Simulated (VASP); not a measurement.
# B2As (C2/c) in VASP: a series of runs

The runs below take B2As through single point, with PBE.

All numbers are computed with VASP 6.6.1; they aren't measurements. Logs are shortened: lines on timing, memory, paths and dates and some standing lists are left out, and cuts for length are marked.

**1. The cell of the first run**

The structure is monoclinic, space group C2/c (No. 15). Conventional cell: a = 4.615 Å, b = 4.792 Å, c = 5.301 Å, α = 90.00°, β = 99.08°, γ = 90.00°. B (site symmetry 1) has 1 B at 1.77 Å and 3 As at 2.04 to 2.11 Å within 2.3 Å. Within 2.7 Å of As (site symmetry -1) lie 6 B at 2.04 to 2.11 Å.

**2. Single point, PBE**

Contents of INCAR:

```
SYSTEM = B2As
ALGO = Normal ; EDIFF = 1E-7
ENCUT = 520 ; GGA = PE
ISIF = 2 ; ISMEAR = 0
LASPH = .TRUE. ; LCHARG = .FALSE.
LREAL = .FALSE. ; LWAVE = .FALSE.
NBANDS = 20 ; NELM = 60
PREC = Accurate ; SIGMA = 0.1
```

Contents of KPOINTS:

```
k-points
0
G
  6 6 4
  0 0 0
```

Contents of POSCAR:

```
B2As
1.0
    2.3073088100     -2.3958466100      0.0000000000
    2.3073088100      2.3958466100      0.0000000000
   -0.8366727800      0.0000000000      5.2341251400
B As
4 2
Direct
    0.1584272600      0.4526645600      0.3780588900
    0.5473354400      0.8415727400      0.1219411100
    0.8415727400      0.5473354400      0.6219411100
    0.4526645600      0.1584272600      0.8780588900
    0.0000000000      0.5000000000      0.0000000000
    0.5000000000      0.0000000000      0.5000000000
```

Potentials or basis: VASP PAW PBE potentials, release 64 (B, As).

The run is started by

```sh
$ cat potpaw_PBE.64/B/POTCAR potpaw_PBE.64/As/POTCAR > POTCAR
$ mpirun -np 1 vasp_std > vasp.out
```

OUTCAR:

```text
SYSTEM = B2As
   EDIFF = 1E-7
   ENCUT = 520
   GGA = PE
   ISIF = 2
   ISMEAR = 0
   LASPH = .TRUE.
   LREAL = .FALSE.
   NELM = 60
   PREC = Accurate

 ion  position               nearest neighbor table
   1  0.158  0.453  0.378-   3 1.77   6 2.04   5 2.04   6 2.11
   2  0.547  0.842  0.122-   4 1.77   5 2.04   6 2.04   5 2.11
   3  0.842  0.547  0.622-   1 1.77   6 2.04   5 2.04   6 2.11
   4  0.453  0.158  0.878-   2 1.77   5 2.04   6 2.04   5 2.11
   5  0.000  0.500  0.000-   2 2.04   4 2.04   3 2.04   1 2.04   2 2.11   4 2.11
   6  0.500  0.000  0.500-   1 2.04   3 2.04   2 2.04   4 2.04   3 2.11   1 2.11

  LATTYP: Found a base centered monoclinic cell.
 ALAT       =     4.6146176200
 B/A-ratio  =     1.0383727569
 C/A-ratio  =     1.1486486381
 COS(beta)  =    -0.1578456864

  Lattice vectors:

 A1 = (   2.3073088100,  -2.3958466100,   0.0000000000)
 A2 = (   2.3073088100,   2.3958466100,   0.0000000000)
 A3 = (  -0.8366727800,   0.0000000000,   5.2341251400)

Analysis of symmetry for initial positions (statically):
=====================================================================
 Subroutine PRICEL returns:
 Original cell was already a primitive cell.

 Routine SETGRP: Setting up the symmetry group for a
 base centered monoclinic supercell.

 Subroutine GETGRP returns: Found  4 space group operations
 (whereof  2 operations were pure point group operations)
 out of a pool of  4 trial point group operations.

The static configuration has the point symmetry S_2 .
 The point group associated with its full space group is C_2h.

Analysis of symmetry for dynamics (positions and initial velocities):
=====================================================================
 Subroutine PRICEL returns:
 Original cell was already a primitive cell.

 Routine SETGRP: Setting up the symmetry group for a
 base centered monoclinic supercell.

 Subroutine GETGRP returns: Found  4 space group operations
 (whereof  2 operations were pure point group operations)
 out of a pool of  4 trial point group operations.

The dynamic configuration has the point symmetry S_2 .
 The point group associated with its full space group is C_2h.

 Subroutine INISYM returns: Found  4 space group operations
 (whereof  2 operations are pure point group operations),
 and found     1 'primitive' translations

----------------------------------------------------------------------------------------

                                     Primitive cell

  volume of cell :      57.8680

[... 95 lines left out ...]
   NELM   =     60;   NELMIN=  2; NELMDL= -5     # of ELM steps
   EDIFF  = 0.1E-06   stopping-criterion for ELM
   LREAL  =      F    real-space projection
   EDIFFG = 0.1E-05   stopping-criterion for IOM
   NSW    =      0    number of steps for IOM
   IBRION =     -1    ionic relax: 0-MD 1-quasi-New 2-CG
   NFREE  =      0    steps in history (QN), initial steepest desc. (CG)
   ISIF   =      2    stress and relaxation
   ISYM   =      2    0-nonsym 1-usesym 2-fastsym
   POTIM  = 0.5000    time-step for ionic-motion
   TEBEG  =    0.0;   TEEND  =   0.0 temperature during run
   PSTRESS=    0.0 pullay stress
   NELECT =      22.0000    total number of electrons
   NUPDOWN=      -1.0000    fix difference up-down
   EMIN   =  10.00;   EMAX   =-10.00  energy-range for DOS
   EFERMI =   0.00;   METHOD = LEGACY
   ISMEAR =     0;   SIGMA  =   0.10  broadening in eV -4-tet -1-fermi 0-gaus
   EFERMI_NEDOS =   21; number of points for ismear=-14 and -15
   IALGO  =     38    algorithm
   IMIX   =      4    mixing-type and parameters
     AMIX     =   0.40;   BMIX     =  1.00
     AMIX_MAG =   1.60;   BMIX_MAG =  1.00
  volume/ion in A,a.u.               =       9.64        65.09
  Fermi-wavevector in a.u.,A,eV,Ry     =   1.185958  2.241136 19.136557  1.406497
  Thomas-Fermi vector in A             =   2.322141
   LORBIT       =      0    0 simple, 1 ext, 2 COOP (PROOUT), +10 PAW based schemes
   GGA     = PE    functional components
   LHFCALC =     F    Hartree Fock is set to
   AEXX    =    0.0000 exact exchange contribution
   IVDW    =     0    specifies the selected vdW correction
   LEPSILON=     F    determine dielectric tensor
   LRPA    =     F    only Hartree local field effects (RPA)
 non-spin polarized calculation
 Gauss-broadening in eV      SIGMA  =   0.10
  energy-cutoff  :      520.00
  volume of cell :       57.87
 maximum number of plane-waves:      1574
 NGX is ok and might be reduce to    28
   NGX = 13   NGY = 13   NGZ = 19

 number of electron      21.9999999 magnetization

 Free energy of the ion-electron system (eV)
  ---------------------------------------------------
  ext. energy  EPLUGINS =         0.00000000
  ---------------------------------------------------
  free energy    TOTEN  =       -28.21531000 eV

  energy without entropy =      -28.20637789  energy(sigma->0) =      -28.21084394

 E-fermi :   8.4264     XC(G=0): -11.8568

 val. band max:        8.4228969938   @ k =  -0.1667  -0.1667   0.2500
 cond. band min:       8.4540039282   @ k =   0.5000   0.3333   0.5000
 fundamental gap:      0.0311069344
 Fermi energy:         8.4264274642

 k-point     1 :       0.0000    0.0000    0.0000
  band No.  band energies     occupation
      1      -8.9747      2.00000
      2      -5.4236      2.00000
      3      -2.6643      2.00000
      4       2.7271      2.00000
      5       2.7286      2.00000
      6       2.9716      2.00000
[... 541 lines left out ...]
     19      15.9701      0.00000
     20      16.8730      0.00000

 [... further k-points ...]
[... 5 lines left out ...]
  --------------------------------------------------------------------------------------
  -------------------------------------------------------------------------------------
  Total       12.7266469     13.9002517      9.0297769      0.0000000      0.0000000      2.7081760
  in kB      352.3593052    384.8525928    250.0050433      0.0000000      0.0000000     74.9805537
  external PRESSURE =     329.0723138 kB  Pullay stress =       0.0000000 kB

 VOLUME and BASIS-vectors are now :
 -----------------------------------------------------------------------------
  energy-cutoff  :      520.00
  volume of cell :       57.87
      direct lattice vectors                 reciprocal lattice vectors
     2.307308810 -2.395846610  0.000000000     0.216702679 -0.208694496  0.034639835
     2.307308810  2.395846610  0.000000000     0.216702679  0.208694496  0.034639835
    -0.836672780  0.000000000  5.234125140     0.000000000  0.000000000  0.191053896

 POSITION                                       TOTAL-FORCE (eV/Angst)
 -----------------------------------------------------------------------------------
      1.09367      0.70495      1.97881        -1.078263      0.468697      2.047406
      3.10262      0.70495      0.63826         1.078263      0.468697     -2.047406
      2.68428     -0.70495      3.25532         1.078263     -0.468697     -2.047406
      0.67533     -0.70495      4.59587        -1.078263     -0.468697      2.047406
      1.15365      1.19792      0.00000         0.000000      0.000000     -0.000000
      0.73532     -1.19792      2.61706        -0.000000      0.000000     -0.000000
 -----------------------------------------------------------------------------------
    total drift:                               -0.000000     -0.000000      0.000000

  FREE ENERGIE OF THE ION-ELECTRON SYSTEM (eV)
  ---------------------------------------------------
  free  energy   TOTEN  =       -28.2153099988 eV

  energy  without entropy=      -28.2063778857  energy(sigma->0) =      -28.21084394
```

OSZICAR:

```text
N       E                     dE             d eps       ncg     rms          rms(c)
DAV:   1     0.538787287570E+02    0.53879E+02   -0.99716E+03  1880   0.992E+02
DAV:   2    -0.262291026764E+02   -0.80108E+02   -0.77377E+02  2508   0.177E+02
DAV:   3    -0.294624159819E+02   -0.32333E+01   -0.31970E+01  2416   0.314E+01
DAV:   4    -0.294804293183E+02   -0.18013E-01   -0.17998E-01  2416   0.244E+00
DAV:   5    -0.294805023767E+02   -0.73058E-04   -0.73052E-04  2284   0.151E-01    0.838E+00
DAV:   6    -0.283975236532E+02    0.10830E+01   -0.13909E+00  2192   0.616E+00    0.461E+00
DAV:   7    -0.282251565499E+02    0.17237E+00   -0.70277E-01  2432   0.424E+00    0.119E+00
DAV:   8    -0.282156015205E+02    0.95550E-02   -0.57385E-02  2156   0.137E+00    0.252E-01
DAV:   9    -0.282153287364E+02    0.27278E-03   -0.33835E-03  2204   0.360E-01    0.901E-02
DAV:  10    -0.282153155630E+02    0.13173E-04   -0.19829E-04  2256   0.856E-02    0.366E-02
DAV:  11    -0.282153092041E+02    0.63589E-05   -0.34306E-05  2412   0.340E-02    0.459E-03
DAV:  12    -0.282153100804E+02   -0.87621E-06   -0.43042E-06  2244   0.110E-02    0.166E-03
DAV:  13    -0.282153099988E+02    0.81587E-07   -0.15730E-07  1924   0.233E-03
   1 F= -.28215310E+02 E0= -.28210844E+02  d E =-.893211E-02
```

stdout:

```text
POSCAR found type information on POSCAR B As
 POSCAR found :  2 types and       6 ions
 scaLAPACK will be used
 LDA part: xc-table for (Slater+PW92), standard interpolation
 POSCAR, INCAR and KPOINTS ok, starting setup
 FFT: planning ... GRIDC
 FFT: planning ... GRID_SOFT
 FFT: planning ... GRID
 WAVECAR not read
 entering main loop
```

Run time: 33 s. Hardware: 1 thread of Intel Xeon Platinum 8488C (Sapphire Rapids), shared host; peak memory 0.19 GiB.

Results:

```
Free energy            : -28.2153 eV
Pressure               : 32.9 GPa
Largest force          : 2.361 eV/Å
Band gap on the k mesh : zero (band 11 reaches 8.87 eV, above the bottom of band 12 at 7.87 eV)
```

Forces in eV/Å, atoms in the order of the input:
```
B   -1.078  0.469  2.047
B    1.078  0.469 -2.047
B    1.078 -0.469 -2.047
B   -1.078 -0.469  2.047
As   0.000  0.000  0.000
As   0.000  0.000  0.000
```

Caveat: forces of over 1 eV/Å act on the atoms, so gaps and moduli don't describe the material at rest.

**3. Single point, PBE**

This run uses another cell than the first one, of 11.69 Å³/atom, 1.212 times its volume.

Contents of INCAR:

```
ALGO = Normal
EDIFF = 1E-6
ENCUT = 520
GGA = PE
ISIF = 2
ISMEAR = 0
LASPH = T
LCHARG = F
LREAL = F
LWAVE = F
NBANDS = 20
NELM = 100
PREC = Accurate
SIGMA = 0.1
```

Contents of KPOINTS:

```
k-points
0
Gamma
  10 10 8
```

Contents of POSCAR:

```
B2As
1.0
    2.7117534772     -2.5591635707     -0.0115687625
    2.7117534772      2.5591635707     -0.0115687625
   -1.6718334278      0.0000000000      5.0594206172
B As
4 2
Direct
    0.1722159010      0.4746022989      0.4210565911
    0.5253977011      0.8277840990      0.0789434089
    0.8277840990      0.5253977011      0.5789434089
    0.4746022989      0.1722159010      0.9210565911
    0.0000000000      0.5000000000      0.0000000000
    0.5000000000      0.0000000000      0.5000000000
```

Potentials or basis: VASP PAW PBE potentials, release 64 (B, As).

The run is started by

```sh
$ cat potpaw_PBE.64/B/POTCAR potpaw_PBE.64/As/POTCAR > POTCAR
$ mpirun -np 1 vasp_std > vasp.out
```

Wall time 2.5 min (1 thread of Intel Xeon Platinum 8488C (Sapphire Rapids), shared host); peak memory 0.38 GiB.

The run converged. Its results:

```
Free energy            : -30.3017 eV
Pressure               : 0.4 GPa
Largest force          : 0.017 eV/Å
Band gap on the k mesh : zero (band 11 reaches 6.86 eV, above the bottom of band 12 at 5.13 eV)
```

Forces on the atoms (eV/Å):
```
B   -0.008  0.011  0.010
B    0.008  0.011 -0.010
B    0.008 -0.011 -0.010
B   -0.008 -0.011  0.010
As   0.000  0.000  0.000
As   0.000  0.000  0.000
```

Stress tensor (GPa, compression positive):
```
 0.30  0.00 -0.08
 0.00  0.47  0.00
-0.08  0.00  0.40
```

Levels at points of the mesh, in eV from the Fermi level:
```tsv
k point	band 9	band 10	band 11	band 12	band 13	band 14
(0.00, 0.00, 0.00)	-2.79	-1.66	-1.12	0.59	2.87	3.06
(0.50, 0.00, 0.00)	-2.56	-1.55	-0.73	0.08	0.14	1.68
(0.50, 0.50, 0.00)	-4.50	-2.38	-1.37	1.73	3.38	5.38
(0.00, 0.00, 0.50)	-2.50	-2.50	-0.90	-0.90	1.65	1.65
(0.50, 0.00, 0.50)	-2.07	-1.11	-1.11	-0.40	0.47	0.61
(0.50, 0.50, 0.50)	-3.15	-3.15	0.49	0.49	4.01	4.01
```
